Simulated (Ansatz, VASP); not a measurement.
## One calculation of Pd, two programs

```
CELL_PARAMETERS angstrom
4.53780 0.00000 0.00000
-2.26890 3.92985 0.00000
0.00000 0.00000 2.69126
ATOMIC_POSITIONS crystal
Pd 0.00000 0.00000 0.00000
Pd 0.33333 0.66667 0.50000
Pd 0.66667 0.33333 0.50000
```

Alike in both runs: task single point; functional revPBE; k mesh 9 × 9 × 13; occupations fermi-dirac, width 0.05 eV; collinear spin.

|  | VASP | Ansatz |
| --- | --- | --- |
| version | VASP 6.6.1 | Ansatz 0.2.0 |
| potentials or method | VASP PAW PBE potentials, release 64 (Pd), cutoff 520 eV | plane waves (420 eV) with PAW, scalar-relativistic |
| valence electrons in the cell | 30 | 54 |

|  | VASP | Ansatz | Ansatz less VASP |
| --- | --- | --- | --- |
| pressure (GPa) | -0.1 | 0.2 | +0.28 |
| traceless stress, the component that is largest in VASP (GPa) | 0.44 | 0.40 | -0.036 |
| net moment per atom (μB) | 0.15 | 0.15 | -0.003 |
| size of the moment on the site where the two differ most (μB) | 0.15 | 0.15 | -0.003 |

VASP's potentials were made for PBE, not for revPBE. Site moments also hang on the region over which each program counts them. With one functional, cell and mesh, what is left measures potentials, basis and numerics. VASP's potentials hold 30 valence electrons a cell and Ansatz's 54, so a difference there can come from the potentials and not from the codes.
